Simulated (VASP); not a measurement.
A run of VASP 6.6.1 is set up as follows.

Contents of INCAR:

```
SYSTEM = ZnS
PREC = Accurate
ENCUT = 520
EDIFF = 1E-6
ISMEAR = 0
SIGMA = 0.05
LREAL = .FALSE.
LASPH = .TRUE.
NELM = 80
ALGO = Normal
ISIF = 2
LWAVE = .FALSE.
LCHARG = .FALSE.
GGA = PE
NBANDS = 46
```

KPOINTS

```
regular mesh
0
G
  12 12 4
  0 0 0
```

Contents of POSCAR:

```
ZnS
1.0
    3.8227020304      0.0000000000      0.0000000000
   -1.9113510152      3.3105570694      0.0000000000
    0.0000000000      0.0000000000     12.5200000000
Zn S
4 4
Direct
    0.0000000000      0.0000000000      0.0000000000
    0.0000000000      0.0000000000      0.5000000000
    0.3333333333      0.6666666667      0.2814536741
    0.6666666667      0.3333333333      0.7500000000
    0.0000000000      0.0000000000      0.1875000000
    0.0000000000      0.0000000000      0.6875000000
    0.3333333333      0.6666666667      0.4375000000
    0.6666666667      0.3333333333      0.9375000000
```

Potentials or basis: VASP PAW PBE potentials, release 64 (Zn, S).

Run with:

```sh
$ cat potpaw_PBE.64/Zn/POTCAR potpaw_PBE.64/S/POTCAR > POTCAR
$ mpirun -np 1 vasp_std > vasp.out
```

(1) Predict the pressure.

(2) Predict the band gap on the k mesh.

(3) Estimate the largest force.

Results:

(1) 3.5 GPa.

(2) 1.43 eV, direct.

(3) 6.705 eV/Å.

Caveat: the cell differs from its parent crystal (atom 3 (Zn) moved +0.394 Å along Cartesian [0 0 1]); forces of over 1 eV/Å act on the atoms, so gaps and moduli don't describe the material at rest.
